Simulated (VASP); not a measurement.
Input of a VASP 6.6.1 run:

File INCAR:

```
SYSTEM = Te2Mo
PREC = Accurate ; ENCUT = 520
EDIFF = 1E-7 ; ISMEAR = 0
SIGMA = 0.05 ; LREAL = .FALSE.
LASPH = .TRUE. ; NELM = 60
ALGO = Normal ; ISIF = 2
LWAVE = .FALSE. ; LCHARG = .FALSE.
LDIPOL = .TRUE. ; IDIPOL = 3
DIPOL = 0.5 0.5 0.500 ; GGA = PE
IVDW = 12 ; NBANDS = 20
```

Contents of KPOINTS:

```
Automatic mesh
0
G
  27 27 1
  0 0 0
```

Contents of POSCAR:

```
Te2Mo
1.0
    3.5040030921      0.0000000000      0.0000000000
   -1.7520015461      3.0345556927      0.0000000000
    0.0000000000      0.0000000000     21.6338122454
Te Mo
2 1
Direct
    0.6666666667      0.3333333333      0.4160154437
    0.6666666667      0.3333333333      0.5839845563
    0.3333333333      0.6666666667      0.4999998305
```

Potentials or basis: VASP PAW PBE potentials, release 64 (Te, Mo_sv).

Command:

```console
$ cat potpaw_PBE.64/Te/POTCAR potpaw_PBE.64/Mo_sv/POTCAR > POTCAR
$ mpirun -np 1 vasp_std > vasp.out
```

(1) Predict the dispersion energy per atom.

(2) Estimate the largest force.

(3) Predict the band gap on the k mesh.

Answers

(1) -0.401 eV.

(2) 0.013 eV/Å.

(3) 1.19 eV, direct.

Caveat: spin-orbit coupling is left out, which moves the levels of the heavy elements.
